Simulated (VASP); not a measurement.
P: single point with PBE

Crystal: P.

```
P
1.0
    -2.43709    2.42049    0.00000
     0.00000    0.00000    5.14191
     4.87418    4.84098    0.00000
P
8
Cartesian
  0.0000 3.6307 2.2196
  2.4371 6.0512 2.2196
  0.0000 1.2102 2.9223
  2.4371 3.6307 2.9223
  -1.2185 3.6307 0.0000
  1.2185 6.0512 0.0000
  -1.2185 1.2102 0.0000
  1.2185 3.6307 0.0000
```

```
Program                : VASP 6.6.1
Task                   : single point
Functional             : PBE
Potentials or basis    : VASP PAW PBE potentials, release 64 (P)
Cutoff                 : 520 eV
k mesh                 : 6 × 4 × 4
Occupations            : gaussian, width 0.2 eV
Spin                   : no spin polarisation
Dipole correction      : no
Further INCAR settings : ALGO = Normal; EDIFF = 1e-06; NBANDS = 30
```

```json
{
  "Pressure": "-0.2 GPa",
  "Largest force": "0.027 eV/Å",
  "Band gap on the k mesh": "zero (bands 20 and 21 overlap by 2.12 eV)"
}
```

Forces on the atoms (eV/Å):
```
P    0.000  0.000 -0.027
P    0.000  0.000 -0.027
P    0.000  0.000  0.027
P    0.000  0.000  0.027
P    0.000  0.000  0.000
P    0.000  0.000  0.000
P    0.000  0.000  0.000
P    0.000  0.000  0.000
```

Stress tensor (GPa, compression positive):
```
-0.99  0.06  0.00
 0.06  0.04  0.00
 0.00  0.00  0.48
```

Levels at points of the mesh, in eV from the Fermi level:
```tsv
k point	band 18	band 19	band 20	band 21	band 22	band 23
(0.00, 0.00, 0.00)	-1.51	-1.51	-0.11	-0.01	2.01	2.01
(0.50, 0.00, 0.00)	-1.66	-1.66	-1.52	-1.52	0.16	2.01
(0.00, 0.50, 0.00)	-1.61	-0.95	-0.95	-0.22	-0.22	0.74
(0.50, 0.50, 0.00)	-0.95	-0.95	-0.22	-0.22	0.05	0.42
(0.00, 0.00, 0.50)	-0.59	0.14	0.14	1.02	1.02	1.78
(0.50, 0.00, 0.50)	-2.90	-2.81	-2.81	0.27	0.27	1.99
(0.00, 0.50, 0.50)	-2.00	-0.47	-0.47	1.63	1.63	1.73
(0.50, 0.50, 0.50)	-1.38	-1.31	-1.31	0.40	0.40	0.58
```

Wall time 2.4 min on 1 thread of AMD EPYC 7R13 Processor (Zen 3), on a shared host, peak memory 0.23 GiB.
